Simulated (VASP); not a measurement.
A run of VASP 6.6.1 is set up as follows.

Contents of POSCAR:

```
H15C3N2
1.0
    8.2504130000      0.0000000000      0.0000000000
    0.0000000000      8.2504130000      0.0000000000
    0.0000000000      0.0000000000      8.2504130000
C H N
6 30 4
Direct
    0.0747223544      0.1093617649      0.7355180837
    0.2380431634      0.1360484979      0.8175968146
    0.5880915738      0.3258608688      0.4043154421
    0.4682477649      0.1853718918      0.4065793291
    0.5021094000      0.4554021700      1.0162750260
    0.4474715660      0.5579052693      0.8734480418
    0.0159900695      0.2239262093      0.7063529905
    0.0877167040      0.0424930990      0.6220944583
   -0.0064306186      0.0399464491      0.8134539094
    0.2955385819      0.0214958625      0.8507981260
    0.3214940779      0.2021128908      0.7394911955
    0.2251720439      0.2080621578      0.9276377416
    0.5308670627      0.4365120207      0.3611095728
    0.6368381832      0.3493860845      0.5252086041
    0.6892156414      0.2993121867      0.3228655315
    0.5246405445      0.0752186116      0.4541347461
    0.3630867797      0.2117585838      0.4821012148
    0.4235320166      0.1591025037      0.2845615587
    0.6150282744      0.5009429978      1.0683060666
    0.4123566047      0.4593579013      1.1129413819
    0.5209403652      0.3286919645      0.9823059856
    0.3317407002      0.5148143483      0.8262340604
    0.4310781265      0.6832768610      0.9121375453
    0.5351768378      0.5551539271      0.7743829567
    0.9969342061      0.5671448021      0.4819141779
    1.0792507646      0.3890590640      0.4543724908
    0.8862646731      0.4100143870      0.4350388591
    0.4701711041      0.8929417828      0.2196416073
    0.3268305217      0.8099319551      0.3243932427
    0.5077513715      0.7328817377      0.3257300652
    0.0196786305      0.2924468718      0.1278654297
    0.0542310975      0.0987258503      0.1183559831
   -0.1226844986      0.1686042600      0.0755651932
    0.7930050740      0.8317235156      0.8666269024
    0.9515051020      0.7247387167      0.8208515057
    0.8011054023      0.6422062405      0.9157472879
    0.9818936309      0.4464138109      0.5033042919
    0.4234596696      0.7843938239      0.2528514374
   -0.0293192072      0.1821640299      0.1544335406
    0.8686132397      0.7447042294      0.9094399019
```

Contents of INCAR.step1:

```
SYSTEM = H15C3N2
PREC = Accurate ; ENCUT = 520
ISMEAR = -1 ; SIGMA = 0.02
LREAL = Auto ; LASPH = .TRUE.
NELM = 60 ; NBANDS = 63
GGA = PE ; ALGO = Normal
EDIFF = 1E-4 ; LWAVE = .TRUE.
LCHARG = .FALSE.
```

File INCAR.step2:

```
SYSTEM = H15C3N2
PREC = Accurate ; ENCUT = 520
EDIFF = 1E-6 ; ISMEAR = -1
SIGMA = 0.02 ; LREAL = Auto
LASPH = .TRUE. ; NELM = 60
ALGO = Normal ; ISIF = 2
LWAVE = .FALSE. ; LCHARG = .FALSE.
METAGGA = R2SCAN ; LMIXTAU = .TRUE.
NBANDS = 63 ; ISTART = 1
```

Contents of KPOINTS:

```
regular mesh
0
G
  1 1 1
  0 0 0
```

Potentials or basis: VASP PAW PBE potentials, release 64 (C, H, N).

Command:

```bash
$ cat potpaw_PBE.64/C/POTCAR potpaw_PBE.64/H/POTCAR potpaw_PBE.64/N/POTCAR > POTCAR
$ cp INCAR.step1 INCAR
$ mpirun -np 1 vasp_gam > vasp.out
$ cp INCAR.step2 INCAR
$ mpirun -np 1 vasp_gam > vasp.out
```

(1) Predict the pressure.

(2) Predict the band gap on the k mesh.

(3) Estimate the largest force.

Results:

(1) 0.1 GPa.

(2) 5.01 eV.

(3) 0.241 eV/Å.

Caveat: the k points lie up to 0.76 Å⁻¹ apart; the PAW data sets were made with another functional, which shifts forces and pressure a little.
